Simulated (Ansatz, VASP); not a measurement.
**One calculation of Zn2CdSeS2, two programs**

```
Zn Cd Se S
1.0
     0.00662    0.05812   -6.50491
    -0.03949    6.76694   -0.06182
     6.31222   -3.41796    0.02476
Zn Cd Se S
4 2 2 4
Direct
  0.48354 0.48968 0.65856
  0.48359 0.81575 0.34618
  0.95761 0.50033 0.35235
  0.99598 0.16982 0.63151
  0.50763 0.18791 0.01939
  0.05142 0.81523 0.01315
  0.63375 0.82169 0.99538
  0.11978 0.20520 0.02393
  0.63015 0.51232 0.32536
  0.62229 0.16612 0.65261
  0.15379 0.46684 0.61680
  0.11047 0.84912 0.36478
```

Change from the starting cell: cell x1, atoms moved at random (sigma 0.1 Å) and cell strained at random (1.5 %), then relaxed without symmetry.

Alike in both runs: task relaxation of cell and atoms; functional PBE; k mesh 2 × 2 × 2; occupations gaussian, width 0.1 eV; no spin polarisation.

|  | VASP | Ansatz |
| --- | --- | --- |
| version | VASP 6.6.1 | Ansatz 0.2.0 |
| potentials or method | VASP PAW PBE potentials, release 64 (Zn, Cd, Se, S), cutoff 600 eV | scalar-relativistic, plane waves, PAW |
| valence electrons in the cell | 108 | 144 |

Ansatz gave:

- gap on the k mesh at the Fermi level, each at its own relaxed structure (eV): 1.38
- relaxed volume (Å³/atom): 22.99
- relaxed cell length with the largest relative difference (Å): 7.001

Q: Which values does VASP return?

A: gap on the k mesh at the Fermi level, each at its own relaxed structure (eV): 1.37; relaxed volume (Å³/atom): 23.06; relaxed cell length with the largest relative difference (Å): 7.010.

VASP's potentials hold 108 valence electrons a cell and Ansatz's 144, so a difference there can come from the potentials and not from the codes.

The k mesh is coarse, so the values compare programs but aren't converged.
